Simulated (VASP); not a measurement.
Li4SiN:

```xyz
6
Lattice="0.0000 3.4390 3.4390 3.4390 0.0000 3.4390 3.4390 3.4390 0.0000" Properties=species:S:1:pos:R:3 pbc="T T T"
Li    0.9368    0.9368    0.9368
Li    2.5022    2.5022    0.9368
Li    2.5022    0.9368    2.5022
Li    0.9368    2.5022    2.5022
Si    5.1584    5.1584    5.1584
N     0.0000    0.0000    0.0000
```

The cell was generated, and may not be a known phase.

```yaml
Program: VASP 6.6.1
Task: relaxation of cell and atoms
Functional: PBE
Potentials_or_basis: VASP PAW PBE potentials, release 64 (Li_sv, Si, N)
Cutoff: 600 eV
k_mesh: 4 × 4 × 4
Occupations: gaussian, width 0.1 eV
Spin: no spin polarisation
```

At the start: pressure 15.1 GPa; volume 13.56 Å³/atom.

Q: Where does the relaxation end?

A: Over 6 steps the energy falls by 237.7 meV/atom and the volume is 20.05 Å³/atom (+47.9 %); space group F-43m (No. 216, to 0.1 Å) before and after.

Step by step:
```csv
step,energy change (eV),largest force (eV/Å),pressure (GPa),volume (Å³)
1,0.0000,0.0192,15.07,81.34
2,-0.9514,0.8164,5.23,97.30
3,-1.1730,1.1641,0.89,109.67
4,-1.1813,1.2259,0.08,112.65
5,-1.4024,0.3775,-0.02,117.81
6,-1.4263,0.0014,0.03,120.27
```

Final structure:
```
Li Si N
1.0
     0.00000    3.91782    3.91782
     3.91782    0.00000    3.91782
     3.91782    3.91782    0.00000
Li Si N
4 1 1
Direct
  0.12875 0.12875 0.12875
  0.12875 0.12875 0.61376
  0.12875 0.61376 0.12875
  0.61376 0.12875 0.12875
  0.75000 0.75000 0.75000
  0.00000 0.00000 0.00000
```

Caveat: the k points lie up to 0.35 Å⁻¹ apart in the final cell, too coarse for converged energies and pressures of a metal; the cutoff is under 1.25 times the usual one of these potentials, so pressure, stress and relaxed cells hold a basis-set (Pulay) error; the volume moved by over 15 % at a fixed basis, so the end points are rough.
